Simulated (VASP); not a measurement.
Wanted: the native input for a VASP 6.6.1 run.

| Item | Value |
| --- | --- |
| Task | single point |
| Functional | PBEsol |
| Potentials or basis | VASP PAW PBE potentials, release 64 (Li_sv, H) |
| Cutoff | 520 eV |
| k mesh | 4 × 4 × 2 |
| Occupations | fermi-dirac, width 0.039 eV |
| Spin | no spin polarisation |
| Dipole correction | no |
| Further INCAR settings | LREAL = Auto; ALGO = Normal; EDIFF = 1e-07; NBANDS = 42 |

The structure of LiH lies in POSCAR:

```
LiH
1.0
    0.0000000000      4.0348750000      4.0348750000
    4.0348750000      0.0000000000      4.0348750000
    6.0523130000      6.0523130000      0.0000000000
Li H
12 12
Direct
   -0.0217465225     -0.0065267202      0.0255494883
    0.0025497692      0.0023046563      0.3306068275
    0.0035334428      0.0089829301      0.6590192873
   -0.0169818148      0.4810182472      0.0155769373
    0.0325280213      0.4852027634      0.3337911473
    0.0222242325      0.4981941200      0.6599979215
    0.5153808978      0.0254797237     -0.0198220912
    0.5000396543      0.0094901329      0.3155429172
    0.4967789585     -0.0376670901      0.6746521536
    0.4853781096      0.4907269742      0.0298538757
    0.5376053781      0.5092315127      0.3315292021
    0.4959308529      0.5060828402      0.6809991486
    0.2436941665      0.2512901887      0.1566382142
    0.2826606772      0.2344760371      0.4955197294
    0.2251009015      0.2982778896      0.8369720799
    0.2293410577      0.7371503454      0.1861695686
    0.2595978810      0.7474276155      0.5134883143
    0.2338258310      0.6839044580      0.8809217236
    0.7790613092      0.2229630410      0.1514751468
    0.7790706032      0.2398843830      0.4850409257
    0.7435542613      0.2294897611      0.8609710866
    0.7330471204      0.7336208681      0.1852419893
    0.8030085195      0.7726266613      0.4787929838
    0.7779388457      0.7681184671      0.8188761883
```

One way to write it, as run:

INCAR

```
PREC     = Accurate       # precision mode
ENCUT    = 520            # plane-wave cutoff, eV
EDIFF    = 1E-7           # SCF threshold, eV
ISMEAR   = -1             # smearing method
SIGMA    = 0.039          # smearing width, eV
LREAL    = Auto         
LASPH    = True           # aspherical terms in the spheres
NELM     = 60             # most SCF steps
ALGO     = Normal         # electronic algorithm
ISIF     = 2              # what is computed and relaxed
LWAVE    = False          # write WAVECAR
LCHARG   = True           # write CHGCAR
GGA      = PS             # functional
LELF     = True           # ELF
LVHAR    = True         
NBANDS   = 42             # bands
```

KPOINTS

```
Automatic mesh
0
Gamma
  4 4 2
```

Potentials or basis: VASP PAW PBE potentials, release 64 (Li_sv, H).

Launch:

```bash
$ cat potpaw_PBE.64/Li_sv/POTCAR potpaw_PBE.64/H/POTCAR > POTCAR
$ mpirun -np 1 vasp_std > vasp.out
```

Results of the run:

```yaml
Largest_force: 0.984 eV/Å
Band_gap_on_the_k_mesh: 2.67 eV
```

Caveat: the k points lie up to 0.45 Å⁻¹ apart; the atoms stand as in a frame of molecular dynamics; the PAW data sets were made with another functional, which shifts forces and pressure a little.

Wall time 8.1 min on 1 thread of Oxide Virtual Turin-like Processor, with other jobs on the host, peak memory 0.3 GiB.
